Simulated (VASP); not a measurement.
# TaN: single point with PBEsol

Crystal: TaN.

```
Ta N
1.0
     2.92997    0.00000    0.00000
    -1.46498    2.53743    0.00000
     0.00000    0.00000    2.87553
Ta N
1 1
Direct
  0.33333 0.66667 0.50000
  0.00000 0.00000 0.00000
```

```
Program                : VASP 6.6.1
Task                   : single point
Functional             : PBEsol
Potentials or basis    : VASP PAW PBE potentials, release 64 (Ta_pv, N)
Cutoff                 : 520 eV
k mesh                 : 18 × 18 × 14
Occupations            : gaussian, width 0.1 eV
Spin                   : no spin polarisation
Dipole correction      : no
Further INCAR settings : ALGO = Normal; EDIFF = 1e-06; NBANDS = 15
```

- Pressure: -1.2 GPa
- Band gap on the k mesh: zero (bands 8 and 9 overlap by 0.35 eV)

Stress tensor (GPa, compression positive):
```
-1.31  0.00  0.00
 0.00 -1.31  0.00
 0.00  0.00 -1.11
```

Levels at points of the mesh, in eV from the Fermi level:
| k point | band 4 | band 5 | band 6 | band 7 | band 8 | band 9 | band 10 | band 11 | band 12 | band 13 |
| --- | --- | --- | --- | --- | --- | --- | --- | --- | --- | --- |
| (0.00, 0.00, 0.00) | -17.77 | -4.57 | -4.57 | -4.24 | -2.89 | 2.30 | 3.66 | 3.66 | 4.05 | 4.05 |
| (0.50, 0.00, 0.00) | -15.41 | -8.33 | -5.21 | -3.51 | -3.15 | 3.04 | 4.12 | 5.28 | 5.39 | 7.52 |
| (0.00, 0.00, 0.50) | -15.03 | -9.41 | -3.74 | -3.74 | -0.08 | -0.08 | 2.49 | 3.35 | 3.35 | 8.24 |
| (0.50, 0.00, 0.50) | -15.74 | -7.36 | -6.20 | -5.71 | -0.31 | 4.24 | 5.45 | 6.17 | 7.19 | 10.29 |

It took 110 s on 1 thread of Intel Xeon 8259CL, with other jobs on the host, peak memory 0.22 GiB.

Caveat: the PAW data sets were made with another functional, which shifts forces and pressure a little; spin-orbit coupling is left out, which moves the levels of the heavy elements.
